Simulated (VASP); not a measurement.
Crystal: Si3Ge.

```
Si Ge
1.0
     3.69873    0.00000    0.00000
     0.00000    3.69873    0.00000
     0.00000    0.00000    5.23079
Si Ge
3 1
Cartesian
  1.8494 0.0000 3.9231
  1.8494 1.8494 0.0000
  0.0000 1.8494 1.3077
  0.0000 0.0000 2.6154
```

| Property | Result |
| --- | --- |
| Program | VASP 6.6.1 |
| Task | relaxation of cell and atoms |
| Functional | PBE |
| Potentials or basis | VASP PAW PBE potentials, release 64 (Si, Ge_d) |
| Cutoff | 600 eV |
| k mesh | 6 × 6 × 4 |
| Occupations | fermi-dirac, width 0.02 eV |
| Spin | no spin polarisation |

At the start: pressure 19.7 GPa; volume 17.89 Å³/atom.

Q: How do energy, volume and symmetry change on relaxing?

A: Over 8 steps the energy falls by 177.6 meV/atom and the volume is 21.15 Å³/atom (+18.2 %); space group P-4m2 (No. 115, to 0.05 Å).

Step by step:
| step | energy change (eV) | largest force (eV/Å) | pressure (GPa) | volume (Å³) |
| --- | --- | --- | --- | --- |
| 1 | 0.0000 | 0.6577 | 19.69 | 71.56 |
| 2 | -0.3581 | 0.0094 | -8.11 | 96.83 |
| 3 | -0.7075 | 0.1997 | -0.15 | 84.84 |
| 4 | -0.7076 | 0.2060 | 0.02 | 84.55 |
| 5 | -0.7100 | 0.0643 | 0.18 | 84.48 |
| 6 | -0.7102 | 0.0071 | 0.23 | 84.45 |
| 7 | -0.7102 | 0.0104 | -0.16 | 84.81 |
| 8 | -0.7103 | 0.0007 | 0.00 | 84.58 |

Final structure:
```yaml
crystal:
  lattice:
    - [3.91411, 0.00000, 0.00000]
    - [0.00000, 3.91411, 0.00000]
    - [0.00000, 0.00000, 5.52089]
  atoms:
    - { symbol: Si, position: [0.50000, 0.00000, 0.75587] }
    - { symbol: Si, position: [0.50000, 0.50000, 0.00000] }
    - { symbol: Si, position: [0.00000, 0.50000, 0.24413] }
    - { symbol: Ge, position: [0.00000, 0.00000, 0.50000] }
```

Caveat: the volume moved by over 15 % at a fixed basis, so the end points are rough.
